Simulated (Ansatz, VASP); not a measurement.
## AlB2As3: VASP beside Ansatz

```
CELL_PARAMETERS angstrom
3.79123 0.00000 0.00000
0.00000 3.79123 0.00000
0.00000 0.00000 8.02458
ATOMIC_POSITIONS crystal
Al 0.00000 0.00000 0.50000
B 0.00000 0.00000 0.75668
B 0.00000 0.00000 0.24332
As 0.00000 0.00000 0.00000
As 0.50000 0.50000 0.50000
As 0.50000 0.50000 0.00000
```

Alike in both runs: functional PBE; k mesh 10 × 10 × 6; occupations gaussian, width 0.1 eV; no spin polarisation.

Ansatz relaxed the structure, and its values are those at the end. VASP's run is a single point on that final structure, the one shown.

|  | VASP | Ansatz |
| --- | --- | --- |
| version | VASP 6.6.1 | Ansatz 0.2.0 |
| potentials or method | VASP PAW PBE potentials, release 64 (Al, B, As), cutoff 520 eV | scalar-relativistic, plane waves, PAW |
| valence electrons in the cell | 24 | 54 |

Ansatz gave:

- gap on the k mesh at the Fermi level (eV): none
- pressure (GPa): 0.0
- rms of the force components (eV/Å): 0.000

Q: Which values does VASP return?

A: gap on the k mesh at the Fermi level (eV): none; pressure (GPa): 0.2; rms of the force components (eV/Å): 0.027.

A gap of «none» marks a metal or a gap that the smearing closes. VASP's potentials hold 24 valence electrons a cell and Ansatz's 54, so a difference there can come from the potentials and not from the codes.
